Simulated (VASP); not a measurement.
**C: single point with LDA**

C:

```
CELL_PARAMETERS angstrom
2.14141 -1.23642 0.00000
2.14141 1.23642 0.00000
-1.38820 0.00000 3.52603
ATOMIC_POSITIONS crystal
C 0.16664 0.16664 0.99991
C 0.83336 0.83336 0.00009
```

```json
{
 "Program": "VASP 6.6.1",
 "Task": "single point",
 "Functional": "LDA",
 "Potentials or basis": "VASP PAW LDA potentials, release 64 (C)",
 "Cutoff": "520 eV",
 "k mesh": "13 × 13 × 8",
 "Occupations": "fermi-dirac, width 0.05 eV",
 "Spin": "no spin polarisation",
 "Dipole correction": "no",
 "Further INCAR settings": "ALGO = Normal; EDIFF = 1e-07; NBANDS = 11"
}
```

```json
{
 "Pressure": "-8.4 GPa",
 "Largest force": "0.004 eV/Å",
 "Band gap on the k mesh": "0.89 eV, indirect (least direct gap 0.90 eV)"
}
```

Forces on the atoms (eV/Å):
```
C   -0.002  0.000  0.003
C    0.002  0.000 -0.003
```

Stress tensor (GPa, compression positive):
```
-12.04   0.00  -0.03
  0.00 -12.11   0.00
 -0.03   0.00  -1.10
```

Levels at points of the mesh, in eV from the valence-band top:
| k point | band 2 | band 3 | band 4 | band 5 | band 6 | band 7 |
| --- | --- | --- | --- | --- | --- | --- |
| (0.00, 0.00, 0.00) | -6.35 | -2.64 | -2.63 | 3.90 | 8.62 | 8.62 |
| (0.00, 0.00, 0.50) | -7.96 | -2.65 | -2.65 | 8.58 | 8.59 | 9.39 |

Run time: 48 s on 1 thread of Intel(R) Xeon(R) Platinum 8259CL CPU @ 2.50GHz (Skylake/Cascade Lake) (shared host), peak memory 0.16 GiB.

A k mesh can miss the band edges. LDA gaps usually lie below the measured ones, often by a third to a half.
